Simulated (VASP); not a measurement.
Input of a VASP 6.6.1 run:

The input INCAR:

```
ALGO     = Normal         # electronic algorithm
EDIFF    = 1E-8           # SCF threshold, eV
ENCUT    = 520            # plane-wave cutoff, eV
IBRION   = 8              # ionic algorithm
ISIF     = 2              # what is computed and relaxed
ISMEAR   = 0              # smearing method
LASPH    = T              # aspherical terms in the spheres
LCHARG   = F              # write CHGCAR
LREAL    = F              # projectors in reciprocal space
LWAVE    = F              # write WAVECAR
NELM     = 60             # most SCF steps
NSW      = 1              # ionic steps
PREC     = Accurate       # precision mode
SIGMA    = 0.01           # smearing width, eV
```

Contents of KPOINTS:

```
k-points
0
Gamma
  4 4 4
```

POSCAR

```
BaZrO3
1.0
    4.1265213537      0.0000000000      0.0000000000
    0.0000000000      4.1265213537      0.0000000000
    0.0000000000      0.0000000000      4.1265213537
Ba Zr O
1 1 3
Direct
    0.0000000000      0.0000000000      0.0000000000
    0.5000000000      0.5000000000      0.5000000000
    0.0000000000      0.5000000000      0.5000000000
    0.5000000000      0.0000000000      0.5000000000
    0.5000000000      0.5000000000      0.0000000000
```

Potentials or basis: VASP PAW LDA potentials, release 64 (Ba_sv, Zr_sv, O).

Launch:

```bash
$ cat potpaw_LDA.64/Ba_sv/POTCAR potpaw_LDA.64/Zr_sv/POTCAR potpaw_LDA.64/O/POTCAR > POTCAR
$ mpirun -np 1 vasp_std > vasp.out
```

Q: Predict the highest phonon frequency at Γ, LO-TO splitting left out.

A: 555 cm⁻¹.

Phonon frequencies in cm⁻¹ (negative: imaginary):
```
              q point                                            frequencies
(0.000, 0.000, 0.000)  0 0 0 111 111 111 161 161 161 183 183 183 555 555 555
```

Caveat: the k points lie up to 0.38 Å⁻¹ apart; the cell wasn't relaxed at this level first, which shifts response properties.
